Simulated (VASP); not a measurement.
## MoS2: single point with LDA

Crystal: MoS2.

```
Mo S
1.0
     3.15339    0.00000    0.00000
    -1.57670    2.73092    0.00000
     0.00000    0.00000   12.01956
Mo S
2 4
Direct
  0.33333 0.66667 0.25000
  0.66667 0.33333 0.75000
  0.33333 0.66667 0.62158
  0.66667 0.33333 0.12158
  0.33333 0.66667 0.87842
  0.66667 0.33333 0.37842
```

This cell differs from its parent crystal: in-plane strain +0.01, then relaxed in part.

* Program: VASP 6.6.1
* Task: single point
* Functional: LDA
* Potentials or basis: VASP PAW LDA potentials, release 64 (Mo_sv, S)
* Cutoff: 500 eV
* k mesh: 6 × 6 × 2
* Occupations: gaussian, width 0.01 eV
* Spin: no spin polarisation
* Dipole correction: no
* Further INCAR settings: ALGO = Normal; EDIFF = 1e-06; NBANDS = 35

```
Pressure               : -1.8 GPa
Largest force          : 0.015 eV/Å
Band gap on the k mesh : 0.71 eV (least direct gap 1.65 eV)
```

Forces on the atoms (eV/Å):
```
Mo   0.000  0.000  0.000
Mo   0.000  0.000  0.000
S    0.000  0.000 -0.015
S    0.000  0.000 -0.015
S    0.000  0.000  0.015
S    0.000  0.000  0.015
```

Stress tensor (GPa, compression positive):
```
-2.79  0.00  0.00
 0.00 -2.79  0.00
 0.00  0.00  0.06
```

Levels at points of the mesh, in eV from the valence-band top:
| k point | band 23 | band 24 | band 25 | band 26 | band 27 | band 28 | band 29 | band 30 |
| --- | --- | --- | --- | --- | --- | --- | --- | --- |
| (0.00, 0.00, 0.00) | -2.36 | -1.34 | -1.11 | 0.00 | 1.98 | 1.98 | 2.01 | 2.01 |
| (0.50, 0.00, 0.00) | -1.93 | -1.68 | -1.61 | -1.43 | 1.46 | 1.52 | 1.86 | 2.17 |
| (0.00, 0.00, 0.50) | -2.39 | -2.39 | -0.27 | -0.27 | 1.98 | 1.98 | 1.98 | 1.98 |
| (0.50, 0.00, 0.50) | -1.81 | -1.81 | -1.51 | -1.51 | 1.49 | 1.49 | 2.03 | 2.03 |

Run time: 18 s on 1 thread of Intel(R) Xeon(R) 6975P-C (Granite Rapids), on a shared host, peak memory 0.19 GiB.

Caveat: the cell differs from its parent crystal (in-plane strain +0.01, then relaxed in part). A k mesh can miss the band edges.
